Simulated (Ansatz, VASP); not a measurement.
**TaN in VASP and in Ansatz**

```xyz
6
Lattice="5.1910 0.0000 0.0000 -2.5955 4.4955 0.0000 0.0000 0.0000 2.9080" Properties=species:S:1:pos:R:3 pbc="T T T"
Ta    0.0000    0.0000    0.0000
Ta    0.0000    2.9970    1.4540
Ta    2.5955    1.4985    1.4540
N     2.5955    0.0000    0.0000
N     1.2977    2.2478    0.0000
N    -1.2977    2.2478    0.0000
```

Alike in both runs: task relaxation of cell and atoms; functional PBEsol; k mesh 12 × 12 × 12; occupations gaussian, width 0.1 eV; no spin polarisation.

|  | VASP | Ansatz |
| --- | --- | --- |
| version | VASP 6.6.1 | Ansatz 0.2.0 |
| potentials or method | VASP PAW PBE potentials, release 64 (Ta_pv, N), cutoff 600 eV | scalar-relativistic, plane waves, PAW |
| valence electrons in the cell | 48 | 54 |

Ansatz gave:

| Item | Value |
| --- | --- |
| gap on the k mesh at the Fermi level, each at its own relaxed structure (eV) | none |
| relaxed volume (Å³/atom) | 11.35 |
| relaxed length of the cell vector where the two differ most in proportion (Å) | 5.205 |

**Question.** What did VASP give for the same quantities?

**Answer.** gap on the k mesh at the Fermi level, each at its own relaxed structure (eV): none; relaxed volume (Å³/atom): 11.38; relaxed length of the cell vector where the two differ most in proportion (Å): 5.209.

VASP's potentials were made for PBE, not for PBEsol. A gap of «none» marks a metal or a gap that the smearing closes. VASP's potentials hold 48 valence electrons a cell and Ansatz's 54, so a difference there can come from the potentials and not from the codes.

Neither program's run includes spin-orbit coupling.
